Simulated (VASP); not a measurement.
## Zn2W: single point with PBE

Crystal: Zn2W.

```
Zn W
1.0
     0.00000    3.47204    3.47204
     3.47204    0.00000    3.47204
     3.47204    3.47204    0.00000
Zn W
4 2
Cartesian
  0.8680 0.8680 0.8680
  0.8680 2.6040 2.6040
  2.6040 2.6040 0.8680
  2.6040 0.8680 2.6040
  3.4720 3.4720 3.4720
  5.2081 5.2081 5.2081
```

```json
{"Program": "VASP 6.6.1", "Task": "single point", "Functional": "PBE", "Potentials or basis": "VASP PAW PBE potentials, release 64 (Zn, W_sv)", "Cutoff": "520 eV", "k mesh": "8 × 8 × 8", "Occupations": "gaussian, width 0.02 eV", "Spin": "no spin polarisation"}
```

- Pressure: 0.6 GPa
- Band gap on the k mesh: zero (band 38 reaches 6.82 eV, above the bottom of band 39 at 6.65 eV)

Levels at points of the mesh, in eV from the Fermi level:
```tsv
k point	band 36	band 37	band 38	band 39	band 40	band 41
(0.00, 0.00, 0.00)	-2.22	-2.22	-2.22	1.77	1.77	2.21
(0.50, 0.00, 0.00)	-1.71	-1.46	-1.46	1.09	1.09	1.85
(0.50, 0.50, 0.00)	-1.48	-0.85	-0.85	0.91	0.91	1.02
```

Run time: 4.9 min on 1 thread of Oxide Virtual Turin-like Processor (shared host), peak memory 0.25 GiB.

Caveat: spin-orbit coupling is left out, which moves the levels of the heavy elements.
